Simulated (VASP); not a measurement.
Write the native input for VASP 6.6.1 that does the following.

```
Task                   : single point
Functional             : r2SCAN
Potentials or basis    : VASP PAW PBE potentials, release 64 (Fe, P, Na_pv)
Cutoff                 : 520 eV
k mesh                 : 10 × 10 × 5
Occupations            : fermi-dirac, width 0.1472 eV
Spin                   : no spin polarisation
Dipole correction      : no
Further INCAR settings : ALGO = Normal; EDIFF = 1e-06; NBANDS = 24
```

NaFe2P2:

```
CELL_PARAMETERS angstrom
1.95687 3.38939 0.00000
-1.95687 3.38939 0.00000
0.00000 0.00000 6.62563
ATOMIC_POSITIONS crystal
Fe 0.33330 0.33340 0.63180
Fe 0.66670 0.66660 0.36820
P 0.33330 0.33340 0.26060
P 0.66670 0.66660 0.73940
Na 0.00000 0.00000 0.00000
```

These files were run (other wordings do the same):

POSCAR

```
NaFe2P2
1.0
    1.9568660000      3.3893910000      0.0000000000
   -1.9568660000      3.3893910000      0.0000000000
    0.0000000000      0.0000000000      6.6256260000
Fe P Na
2 2 1
Direct
    0.3333000000      0.3334000000      0.6318000000
    0.6667000000      0.6666000000      0.3682000000
    0.3333000000      0.3334000000      0.2606000000
    0.6667000000      0.6666000000      0.7394000000
    0.0000000000      0.0000000000      0.0000000000
```

INCAR.step1

```
SYSTEM = NaFe2P2
PREC = Accurate
ENCUT = 520
ISMEAR = -1
SIGMA = 0.1472
LREAL = .FALSE.
LASPH = .TRUE.
NELM = 100
NBANDS = 24
GGA = PE
ALGO = Normal
EDIFF = 1E-4
LWAVE = .TRUE.
LCHARG = .FALSE.
```

INCAR.step2

```
SYSTEM = NaFe2P2
PREC = Accurate
ENCUT = 520
EDIFF = 1E-6
ISMEAR = -1
SIGMA = 0.1472
LREAL = .FALSE.
LASPH = .TRUE.
NELM = 100
ALGO = Normal
ISIF = 2
LWAVE = .FALSE.
LCHARG = .TRUE.
METAGGA = R2SCAN
LMIXTAU = .TRUE.
LELF = .TRUE.
LVHAR = .TRUE.
NBANDS = 24
ISTART = 1
```

KPOINTS

```
Automatic mesh
0
G
  10 10 5
  0 0 0
```

Potentials or basis: VASP PAW PBE potentials, release 64 (Fe, P, Na_pv).

Launch:

```sh
$ cat potpaw_PBE.64/Fe/POTCAR potpaw_PBE.64/P/POTCAR potpaw_PBE.64/Na_pv/POTCAR > POTCAR
$ cp INCAR.step1 INCAR
$ mpirun -np 1 vasp_std > vasp.out
$ cp INCAR.step2 INCAR
$ mpirun -np 1 vasp_std > vasp.out
```

Results of the run:

* Pressure: -17.1 GPa
* Largest force: 3.053 eV/Å
* Band gap on the k mesh: zero (an odd number of electrons rules out a gap without spin polarisation)

Caveat: the cell stands under tension; the PAW data sets were made with another functional, which shifts forces and pressure a little; the run has no spin polarisation, though such a crystal can be magnetic.

It took 13 min on 1 thread of Intel(R) Xeon(R) Platinum 8559C (Emerald Rapids), on a shared host, peak memory 0.41 GiB.
